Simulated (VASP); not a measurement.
# Tl in VASP: a series of runs, part 2 of 2

VASP 6.6.1. Earlier steps stand in the parts before.

## (3) Electric field gradients, LDA (equal xy, yz and zx shear strains of +1 %)

INCAR reads:

```
SYSTEM = Tl
PREC     = Accurate       ! precision mode
ENCUT    = 400            ! plane-wave cutoff, eV
EDIFF    = 1E-8           ! SCF threshold, eV
ISMEAR   = -1             ! smearing method
SIGMA    = 0.05           ! smearing width, eV
LREAL    = .False.        ! projectors in reciprocal space
LASPH    = .True.         ! aspherical terms in the spheres
NELM     = 120            ! most SCF steps
ALGO     = Normal         ! electronic algorithm
ISIF     = 2              ! what is computed and relaxed
LWAVE    = .False.        ! write WAVECAR
LCHARG   = .False.        ! write CHGCAR
LEFG     = .True.       
NBANDS   = 20             ! bands
GGA_COMPAT= .False.
```

KPOINTS reads:

```
regular mesh
0
Gamma
  11 11 6
  0 0 0
```

POSCAR reads:

```
Tl
1.0
    3.4559983565      0.0172799918      0.0172799918
   -1.7130342664      2.9843423763      0.0063249160
    0.0276250000      0.0276250000      5.5250000000
Tl
2
Direct
    0.3333333333      0.6666666667      0.2500000000
    0.6666666667      0.3333333333      0.7500000000
```

Potentials or basis: VASP PAW LDA potentials, release 64 (Tl_d).

Started as:

```
> cat potpaw_LDA.64/Tl_d/POTCAR > POTCAR
> mpirun -np 1 vasp_std > vasp.out
```

OUTCAR:

```text
SYSTEM = Tl
   PREC = Accurate
   ENCUT = 400
   EDIFF = 1E-8
   ISMEAR = -1
   LREAL = .False.
   LASPH = .True.
   NELM = 120
   ISIF = 2

 ion  position               nearest neighbor table
   1  0.333  0.667  0.250-   2 3.39   2 3.39   2 3.40   2 3.41   2 3.42   2 3.43
   2  0.667  0.333  0.750-   1 3.39   1 3.39   1 3.40   1 3.41   1 3.42   1 3.43

  LATTYP: Found a triclinic cell.
 ALAT       =     3.4710542853
 B/A-ratio  =     0.9913558883
 C/A-ratio  =     1.5917751983
 COS(alpha) =     0.0036852528
 COS(beta)  =     0.0136346634
 COS(gamma) =     0.5000188431

  Lattice vectors:

 A1 = (   1.7429640901,   3.0016223681,   0.0236049078)
 A2 = (  -1.7130342664,   2.9843423763,   0.0063249160)
 A3 = (   0.0276250000,   0.0276250000,   5.5250000000)

Analysis of symmetry for initial positions (statically):
=====================================================================
 Subroutine PRICEL returns:
 Original cell was already a primitive cell.

[... 743 lines left out ...]
      direct lattice vectors                 reciprocal lattice vectors
     3.455998356  0.017279992  0.017279992     0.288535213  0.165626127 -0.002270807
    -1.713034266  2.984342376  0.006324916    -0.001662346  0.334131521 -0.001662346
     0.027625000  0.027625000  5.525000000    -0.000900520 -0.000900520  0.181004480

 POSITION                                       TOTAL-FORCE (eV/Angst)
 -----------------------------------------------------------------------------------
      0.01688      2.00223      1.39123        -0.008084     -0.000246      0.000049
      1.75371      1.02702      4.15738         0.008084      0.000246     -0.000049
 -----------------------------------------------------------------------------------
    total drift:                               -0.000000      0.000000     -0.000000

  FREE ENERGIE OF THE ION-ELECTRON SYSTEM (eV)
  ---------------------------------------------------
  free  energy   TOTEN  =        -5.8652620630 eV

  energy  without entropy=       -5.8562173177  energy(sigma->0) =       -5.86073969

 Electric field gradients (V/A^2)
---------------------------------------------------------------------
 ion       V_xx      V_yy      V_zz      V_xy      V_xz      V_yz
---------------------------------------------------------------------
   1      11.536    11.683   -23.219     3.028     2.679     2.785
   2      11.536    11.683   -23.219     3.028     2.679     2.785
---------------------------------------------------------------------

 Electric field gradients after diagonalization (V/A^2)
 (convention: |V_zz| > |V_xx| > |V_yy|)
----------------------------------------------------------------------
 ion       V_xx      V_yy      V_zz     asymmetry (V_yy - V_xx)/ V_zz
----------------------------------------------------------------------
   1      15.028     8.581   -23.609       0.273
   2      15.028     8.581   -23.609       0.273
----------------------------------------------------------------------

           NMR quadrupolar parameters

 Cq : quadrupolar parameter    Cq=e*Q*V_zz/h
 eta: asymmetry parameters     (V_yy - V_xx)/ V_zz
 Q  : nuclear electric quadrupole moment in mb (millibarn)
----------------------------------------------------------------------
 ion       Cq(MHz)       eta       Q (mb)
----------------------------------------------------------------------
   1      -0.057       0.273       1.000
   2      -0.057       0.273       1.000
----------------------------------------------------------------------
```

It took 2.3 min on 1 thread of Intel Xeon Platinum 8259CL at 2.50GHz (Skylake/Cascade Lake), shared host; peak memory 0.31 GiB.

What came out:

```yaml
Free_energy: -5.8653 eV
Pressure: -1.8 GPa
Largest_force: 0.008 eV/Å
Band_gap_on_the_k_mesh: zero (bands 13 and 14 overlap by 5.63 eV)
Largest_electric_field_gradient_by_atom: Tl -23.6 V/Å²
```

Forces in eV/Å, atoms in the order of the input:
```
Tl  -0.008  0.000  0.000
Tl   0.008  0.000  0.000
```

Electric field gradients, principal values (V/Å²):
```csv
atom,least,middle,greatest (by size)
1 Tl,8.581,15.028,-23.609
2 Tl,8.581,15.028,-23.609
```

Caveat: the cell differs from its parent crystal (equal xy, yz and zx shear strains of +1 %); without QUAD_EFG the Cq values of the log hold for a quadrupole moment of 1 mb, not for the nuclei; spin-orbit coupling is left out, which moves the levels of the heavy elements.

## (4) Electric field gradients, LDA (equal xx and yy strain of -2 %)

INCAR reads:

```
SYSTEM = Tl
  PREC = Accurate
  ENCUT = 520
  EDIFF = 1E-8
  ISMEAR = -1
  SIGMA = 0.05
  LREAL = .FALSE.
  LASPH = .TRUE.
  NELM = 100
  ALGO = Normal
  ISIF = 2
  LWAVE = .FALSE.
  LCHARG = .FALSE.
  LEFG = .TRUE.
  NBANDS = 20
```

KPOINTS reads:

```
regular mesh
0
G
  11 11 6
  0 0 0
```

POSCAR reads:

```
Tl
1.0
    3.3868783894      0.0000000000      0.0000000000
   -1.6934391947      2.9331227248      0.0000000000
    0.0000000000      0.0000000000      5.5250000000
Tl
2
Direct
    0.3333333333      0.6666666667      0.2500000000
    0.6666666667      0.3333333333      0.7500000000
```

Potentials or basis: VASP PAW LDA potentials, release 64 (Tl_d).

Started as:

```
> cat potpaw_LDA.64/Tl_d/POTCAR > POTCAR
> mpirun -np 1 vasp_std > vasp.out
```

OUTCAR:

```text
SYSTEM = Tl
   PREC = Accurate
   ENCUT = 520
   EDIFF = 1E-8
   ISMEAR = -1
   LREAL = .FALSE.
   LASPH = .TRUE.
   NELM = 100
   ISIF = 2

 ion  position               nearest neighbor table
   1  0.333  0.667  0.250-   2 3.38   2 3.38   2 3.38   2 3.38   2 3.38   2 3.38
   2  0.667  0.333  0.750-   1 3.38   1 3.38   1 3.38   1 3.38   1 3.38   1 3.38

  LATTYP: Found a hexagonal cell.
 ALAT       =     3.3868783894
 C/A-ratio  =     1.6312956548

  Lattice vectors:

 A1 = (   3.3868783894,   0.0000000000,   0.0000000000)
 A2 = (  -1.6934391947,   2.9331227248,   0.0000000000)
 A3 = (   0.0000000000,   0.0000000000,   5.5250000000)
[... 766 lines left out ...]
  free  energy   TOTEN  =        -5.8779041300 eV

  energy  without entropy=       -5.8710490791  energy(sigma->0) =       -5.87447660

 Electric field gradients (V/A^2)
---------------------------------------------------------------------
 ion       V_xx      V_yy      V_zz      V_xy      V_xz      V_yz
---------------------------------------------------------------------
   1       2.515     2.514    -5.028    -0.001     0.000    -0.000
   2       2.515     2.514    -5.028    -0.001    -0.000     0.000
---------------------------------------------------------------------

 Electric field gradients after diagonalization (V/A^2)
 (convention: |V_zz| > |V_xx| > |V_yy|)
----------------------------------------------------------------------
 ion       V_xx      V_yy      V_zz     asymmetry (V_yy - V_xx)/ V_zz
----------------------------------------------------------------------
   1       2.515     2.513    -5.028       0.000
   2       2.515     2.513    -5.028       0.000
----------------------------------------------------------------------

           NMR quadrupolar parameters

 Cq : quadrupolar parameter    Cq=e*Q*V_zz/h
 eta: asymmetry parameters     (V_yy - V_xx)/ V_zz
 Q  : nuclear electric quadrupole moment in mb (millibarn)
----------------------------------------------------------------------
 ion       Cq(MHz)       eta       Q (mb)
----------------------------------------------------------------------
   1      -0.012       0.000       1.000
   2      -0.012       0.000       1.000
----------------------------------------------------------------------
```

Run time: 83 s. Hardware: 1 thread of Intel Xeon 8259CL, shared host; peak memory 0.19 GiB.

Results:

| Item | Value |
| --- | --- |
| Free energy | -5.8779 eV |
| Pressure | -0.3 GPa |
| Band gap on the k mesh | zero (bands 13 and 14 overlap by 5.70 eV) |
| Largest electric field gradient by atom | Tl -5.0 V/Å² |

Electric field gradients, principal values (V/Å²):
| atom | least | middle | greatest (by size) |
| --- | --- | --- | --- |
| 1 Tl | 2.513 | 2.515 | -5.028 |
| 2 Tl | 2.513 | 2.515 | -5.028 |

Caveat: the cell differs from its parent crystal (equal xx and yy strain of -2 %); without QUAD_EFG the Cq values of the log hold for a quadrupole moment of 1 mb, not for the nuclei; spin-orbit coupling is left out, which moves the levels of the heavy elements.

## (5) The runs side by side

```csv
cell,cutoff (eV),gap on the mesh (eV),pressure (GPa),largest force (eV/Å)
"a = 3.456, b = 3.471, c = 5.525 Å, angles 90.2, 90.6, 120.4°, 2 atoms",400,none,-1.8,0.01
"a = 3.456, b = 3.441, c = 5.525 Å, angles 89.8, 89.4, 119.6°, 2 atoms",400,none,-1.8,0.01
"a = 3.387, b = 3.387, c = 5.525 Å, angles 90.0, 90.0, 120.0°, 2 atoms",520,none,-0.3,-
```

Alike in all rows: task electric field gradients; level LDA; potentials or basis VASP PAW LDA potentials, release 64 (Tl_d); no spin polarisation; k mesh 11 × 11 × 6; smearing fermi-dirac 0.05 eV.

Caveats: spin-orbit coupling is left out, which moves the levels of the heavy elements.

Absolute energies hang on the potentials; compare differences alone.
